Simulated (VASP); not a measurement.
Crystal: Ce.

```xyz
1
Lattice="-1.9433 1.9433 1.9433 1.9433 -1.9433 1.9433 1.9433 1.9433 -1.9433" Properties=species:S:1:pos:R:3 pbc="T T T"
Ce    0.0000    0.0000    0.0000
```

This isn't the form of Ce at room conditions, which is fcc.

Base run:

```yaml
Program: VASP 6.6.1
Functional: PBEsol
Potentials_or_basis: VASP PAW PBE potentials, release 64 (Ce)
Cutoff: 520 eV
k_mesh: 10 × 10 × 10
Occupations: fermi-dirac, width 0.05 eV
Spin: collinear spin, ferromagnetic start
Starting_moments: "[2.5] μB"
```

Its results: pressure -4.7 GPa; net moment 0.76 μB per cell.

Question: The run is repeated on the same cell with these changes: moments at the start from [2.5] to [1.01]. What comes out?

Answer: Pressure -5.6 GPa; net moment 0.00 μB per cell.

Caveats: the magnetic or orbital state may not be the lowest; the cell stands under tension; the PAW data sets were made with another functional, which shifts forces and pressure a little.
